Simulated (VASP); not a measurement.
# Rh (Fm-3m) in VASP: a series of runs

The runs below take Rh through single point, with LDA.

All numbers are computed with VASP 6.6.1; they aren't measurements. Logs are shortened: lines on timing, memory, paths and dates and some standing lists are left out, and cuts for length are marked.

## 1. The cell of the first run

Symmetry: Fm-3m, No. 225, cubic system. The conventional cell has a = 3.796 Å, b = 3.796 Å, c = 3.796 Å, α = 90.00°, β = 90.00°, γ = 90.00°. Within 3.5 Å of Rh (site symmetry m-3m) lie 12 Rh at 2.68 Å.

## 2. Single point, LDA

The input, INCAR:

```
ALGO = Normal
EDIFF = 1E-6
ENCUT = 500
GGA = CA
GGA_COMPAT = False
ISIF = 2
ISMEAR = 1
LASPH = True
LCHARG = False
LREAL = False
LWAVE = False
NBANDS = 14
NELM = 120
PREC = Accurate
SIGMA = 0.1
```

The input, KPOINTS:

```
k-points
0
Gamma
  10 10 10
```

The input, POSCAR:

```
Rh
1.0
    0.0000000000      1.8978500000      1.8978500000
    1.8978500000      0.0000000000      1.8978500000
    1.8978500000      1.8978500000      0.0000000000
Rh
1
Direct
    0.0000000000      0.0000000000      0.0000000000
```

Potentials or basis: VASP PAW LDA potentials, release 64 (Rh_pv).

On the command line:

```console
> cat potpaw_LDA.64/Rh_pv/POTCAR > POTCAR
> mpirun -np 1 vasp_std > vasp.out
```

OUTCAR:

```text
EDIFF = 1E-6
   ENCUT = 500
   GGA = CA
   ISIF = 2
   ISMEAR = 1
   LASPH = True
   LREAL = False
   NELM = 120
   PREC = Accurate

 ion  position               nearest neighbor table
   1  0.000  0.000  0.000-

  LATTYP: Found a face centered cubic cell.
 ALAT       =     3.7957000000

  Lattice vectors:

 A1 = (   0.0000000000,   1.8978500000,   1.8978500000)
 A2 = (   1.8978500000,   0.0000000000,   1.8978500000)
 A3 = (   1.8978500000,   1.8978500000,   0.0000000000)

Analysis of symmetry for initial positions (statically):
=====================================================================
 Subroutine PRICEL returns:
 Original cell was already a primitive cell.

 Routine SETGRP: Setting up the symmetry group for a
 face centered cubic supercell.

 Subroutine GETGRP returns: Found 48 space group operations
 (whereof 48 operations were pure point group operations)
 out of a pool of 48 trial point group operations.

The static configuration has the point symmetry O_h .

Analysis of symmetry for dynamics (positions and initial velocities):
=====================================================================
 Subroutine PRICEL returns:
 Original cell was already a primitive cell.

 Routine SETGRP: Setting up the symmetry group for a
 face centered cubic supercell.

 Subroutine GETGRP returns: Found 48 space group operations
 (whereof 48 operations were pure point group operations)
 out of a pool of 48 trial point group operations.

The dynamic configuration has the point symmetry O_h .

 Subroutine INISYM returns: Found 48 space group operations
 (whereof 48 operations are pure point group operations),
 and found     1 'primitive' translations

----------------------------------------------------------------------------------------

                                     Primitive cell

  volume of cell :      13.6715

  direct lattice vectors                    reciprocal lattice vectors
     0.000000000  1.897850000  1.897850000    -0.263456016  0.263456016  0.263456016
     1.897850000  0.000000000  1.897850000     0.263456016 -0.263456016  0.263456016
     1.897850000  1.897850000  0.000000000     0.263456016  0.263456016 -0.263456016

  length of vectors
     2.683965209  2.683965209  2.683965209     0.456319205  0.456319205  0.456319205

  position of ions in fractional coordinates (direct lattice)
     0.000000000  0.000000000  0.000000000

  ion indices of the primitive-cell ions
[... 75 lines left out ...]
   LREAL  =      F    real-space projection
   EDIFFG = 0.1E-04   stopping-criterion for IOM
   NSW    =      0    number of steps for IOM
   IBRION =     -1    ionic relax: 0-MD 1-quasi-New 2-CG
   NFREE  =      0    steps in history (QN), initial steepest desc. (CG)
   ISIF   =      2    stress and relaxation
   ISYM   =      2    0-nonsym 1-usesym 2-fastsym
   POTIM  = 0.5000    time-step for ionic-motion
   TEBEG  =    0.0;   TEEND  =   0.0 temperature during run
   PSTRESS=    0.0 pullay stress
   NELECT =      15.0000    total number of electrons
   NUPDOWN=      -1.0000    fix difference up-down
   EMIN   =  10.00;   EMAX   =-10.00  energy-range for DOS
   EFERMI =   0.00;   METHOD = LEGACY
   ISMEAR =     1;   SIGMA  =   0.10  broadening in eV -4-tet -1-fermi 0-gaus
   EFERMI_NEDOS =   21; number of points for ismear=-14 and -15
   IALGO  =     38    algorithm
   IMIX   =      4    mixing-type and parameters
     AMIX     =   0.40;   BMIX     =  1.00
     AMIX_MAG =   1.60;   BMIX_MAG =  1.00
  volume/ion in A,a.u.               =      13.67        92.26
  Fermi-wavevector in a.u.,A,eV,Ry     =   1.688496  3.190795 38.790465  2.851019
  Thomas-Fermi vector in A             =   2.770792
   LORBIT       =      0    0 simple, 1 ext, 2 COOP (PROOUT), +10 PAW based schemes
   GGA     = CA    functional components
   LHFCALC =     F    Hartree Fock is set to
   AEXX    =    0.0000 exact exchange contribution
   IVDW    =     0    specifies the selected vdW correction
   LEPSILON=     F    determine dielectric tensor
   LRPA    =     F    only Hartree local field effects (RPA)
 non-spin polarized calculation
 Methfessel and Paxton  Order N= 1 SIGMA  =   0.10
  energy-cutoff  :      500.00
  volume of cell :       13.67
 maximum number of plane-waves:       360
   NGX =  9   NGY =  9   NGZ =  9

 number of electron      15.0000007 magnetization

 Free energy of the ion-electron system (eV)
  ---------------------------------------------------
  ext. energy  EPLUGINS =         0.00000000
  ---------------------------------------------------
  free energy    TOTEN  =        -8.68035821 eV

  energy without entropy =       -8.68030851  energy(sigma->0) =       -8.68034164

 E-fermi :  11.8572     XC(G=0): -14.3883

 val. band max:       11.8532732385   @ k =   0.5000   0.4000   0.1000
 cond. band min:      11.8576312852   @ k =  -0.4000   0.5000   0.1000
 fundamental gap:      0.0043580467
 Fermi energy:        11.8572413603

 k-point     1 :       0.0000    0.0000    0.0000
  band No.  band energies     occupation
      1     -34.3676      2.00000
      2     -34.3676      2.00000
      3     -34.3676      2.00000
      4       3.7427      2.00000
      5       8.6714      2.00000
      6       8.6714      2.00000
      7       8.6714      2.00000
      8      10.8191      2.00000
      9      10.8191      2.00000
     10      27.7586      0.00000
     11      32.1310      0.00000
     12      33.1977      0.00000
     13      33.1977      0.00000
     14      33.1977      0.00000
[... 377 lines left out ...]
      1     -34.9482      2.00000
      2     -34.6063      2.00000
      3     -34.5823      2.00000
      4       6.1376      2.00000
      5       6.4559      2.00000
      6      10.3336      2.00000
      7      11.1211      2.00000
      8      12.3111     -0.00000
      9      13.1959     -0.00000
     10      26.0760      0.00000
     11      27.8955      0.00000
     12      28.1084      0.00000
     13      32.1271      0.00000
     14      33.6908      0.00000

 [... further k-points ...]
[... 5 lines left out ...]
  --------------------------------------------------------------------------------------
  -------------------------------------------------------------------------------------
  Total       -0.7679968     -0.7679968     -0.7679968      0.0000000      0.0000000     -0.0000000
  in kB      -90.0024493    -90.0024493    -90.0024493      0.0000000      0.0000000     -0.0000000
  external PRESSURE =     -90.0024493 kB  Pullay stress =       0.0000000 kB

 VOLUME and BASIS-vectors are now :
 -----------------------------------------------------------------------------
  energy-cutoff  :      500.00
  volume of cell :       13.67
      direct lattice vectors                 reciprocal lattice vectors
     0.000000000  1.897850000  1.897850000    -0.263456016  0.263456016  0.263456016
     1.897850000  0.000000000  1.897850000     0.263456016 -0.263456016  0.263456016
     1.897850000  1.897850000  0.000000000     0.263456016  0.263456016 -0.263456016

 POSITION                                       TOTAL-FORCE (eV/Angst)
 -----------------------------------------------------------------------------------
      0.00000      0.00000      0.00000         0.000000      0.000000      0.000000
 -----------------------------------------------------------------------------------
    total drift:                               -0.000000     -0.000000     -0.000000

  FREE ENERGIE OF THE ION-ELECTRON SYSTEM (eV)
  ---------------------------------------------------
  free  energy   TOTEN  =        -8.6803582120 eV

  energy  without entropy=       -8.6803085091  energy(sigma->0) =       -8.68034164
```

OSZICAR:

```text
N       E                     dE             d eps       ncg     rms          rms(c)
DAV:   1     0.116044681226E+03    0.11604E+03   -0.84897E+03  1322   0.110E+03
DAV:   2    -0.764190604856E+01   -0.12369E+03   -0.11896E+03  1466   0.342E+02
DAV:   3    -0.924926147094E+01   -0.16074E+01   -0.16056E+01  1538   0.421E+01
DAV:   4    -0.925540888554E+01   -0.61474E-02   -0.61473E-02  1538   0.265E+00
DAV:   5    -0.925546302999E+01   -0.54144E-04   -0.54142E-04  1526   0.219E-01    0.107E+01
DAV:   6    -0.870626317068E+01    0.54920E+00   -0.89732E-01  1418   0.132E+01    0.351E+00
DAV:   7    -0.868566163671E+01    0.20602E-01   -0.15855E-02  1412   0.151E+00    0.167E+00
DAV:   8    -0.868048768765E+01    0.51739E-02   -0.38468E-03  1448   0.863E-01    0.191E-01
DAV:   9    -0.868035237160E+01    0.13532E-03   -0.98558E-05  1382   0.136E-01    0.355E-02
DAV:  10    -0.868035825488E+01   -0.58833E-05   -0.20954E-06  1382   0.168E-02    0.339E-03
DAV:  11    -0.868035821200E+01    0.42875E-07   -0.17202E-07   736   0.567E-03
   1 F= -.86803582E+01 E0= -.86803416E+01  d E =-.497029E-04
```

stdout:

```text
POSCAR found type information on POSCAR Rh
 POSCAR found :  1 types and       1 ions
 scaLAPACK will be used
 LDA part: xc-table for (Slater(with rela. corr.)+CA(PZ))
 , standard interpolation
 POSCAR, INCAR and KPOINTS ok, starting setup
 FFT: planning ... GRIDC
 FFT: planning ... GRID_SOFT
 FFT: planning ... GRID
 WAVECAR not read
 entering main loop
```

Wall time 14 s (1 thread of AMD EPYC 7R43 (Zen 3), shared host); peak memory 0.09 GiB.

Results:

```yaml
Free_energy: -8.6804 eV
Pressure: -9.0 GPa
Band_gap_on_the_k_mesh: zero (an odd number of electrons rules out a gap without spin polarisation)
```

Caveat: the cell stands under tension.

## 3. Single point, LDA, non-collinear spin, zero start, spin-orbit coupling

The input, INCAR:

```
PREC     = Accurate       # precision mode
ENCUT    = 500            # plane-wave cutoff, eV
EDIFF    = 1E-6           # SCF threshold, eV
ISMEAR   = 1              # smearing method
SIGMA    = 0.1            # smearing width, eV
LREAL    = False          # projectors in reciprocal space
LASPH    = True           # aspherical terms in the spheres
NELM     = 200            # most SCF steps
ALGO     = Normal         # electronic algorithm
ISIF     = 2              # what is computed and relaxed
LWAVE    = False          # write WAVECAR
LCHARG   = False          # write CHGCAR
MAGMOM   = 0 0 0          # initial moments
LORBIT   = 11             # projections on sites
LSORBIT  = True           # spin-orbit coupling
GGA_COMPAT= False        
LORBMOM  = True         
LMAXMIX  = 4              # l up to which the mixer works
GGA      = CA             # functional
NBANDS   = 26             # bands
```

The input, KPOINTS:

```
Automatic mesh
0
Gamma
  10 10 10
```

POSCAR is that of step 2.

Potentials or basis: VASP PAW LDA potentials, release 64 (Rh_pv).

On the command line:

```console
> cat potpaw_LDA.64/Rh_pv/POTCAR > POTCAR
> mpirun -np 1 vasp_ncl > vasp.out
```

Wall time 65 s (1 thread of AMD EPYC 7R43 (Zen 3), shared host); peak memory 0.12 GiB.

It converged, with:

```yaml
Free_energy: -8.8385 eV
Pressure: -8.7 GPa
Net_moment: 0.00 μB per cell
Valence_electrons_inside_the_program's_atomic_spheres: Rh 13.80
```

Moments on the atoms (μB; x, y, z):
```
Rh  0.00 0.00 0.00
```

Caveat: the cell stands under tension.
